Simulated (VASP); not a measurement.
Input of a VASP 6.6.1 run:

The input INCAR:

```
  ALGO = Normal
  EDIFF = 1E-6
  ENCUT = 520
  GGA = PE
  ISIF = 2
  ISMEAR = 0
  LASPH = T
  LCHARG = F
  LREAL = F
  LWAVE = F
  NBANDS = 22
  NELM = 60
  PREC = Accurate
  SIGMA = 0.01
```

KPOINTS

```
k-points
0
Gamma
  4 4 4
```

Contents of POSCAR:

```
Na2IBr
1.0
    2.1962376557      1.2679984017      7.1636386936
   -2.1962376557      1.2679984017      7.1636386936
    0.0000000000     -2.5359968035      7.1636386936
Br I Na
1 1 2
Direct
    1.0000000000      0.0000000000      0.0000000000
    0.5000000000      0.5000000000      0.5000000000
    0.2562623633      0.2562623633      0.2562623633
    0.7437376367      0.7437376367      0.7437376367
```

Potentials or basis: VASP PAW PBE potentials, release 64 (Br, I, Na_pv).

The run is started by

```sh
$ cat potpaw_PBE.64/Br/POTCAR potpaw_PBE.64/I/POTCAR potpaw_PBE.64/Na_pv/POTCAR > POTCAR
$ mpirun -np 1 vasp_std > vasp.out
```

(1) Estimate the pressure.

(2) What does it give for the largest force?

(3) Estimate the band gap on the k mesh.

Results:

(1) 0.7 GPa.

(2) 0.009 eV/Å.

(3) 3.32 eV, direct.

Caveat: spin-orbit coupling is left out, which moves the levels of the heavy elements.
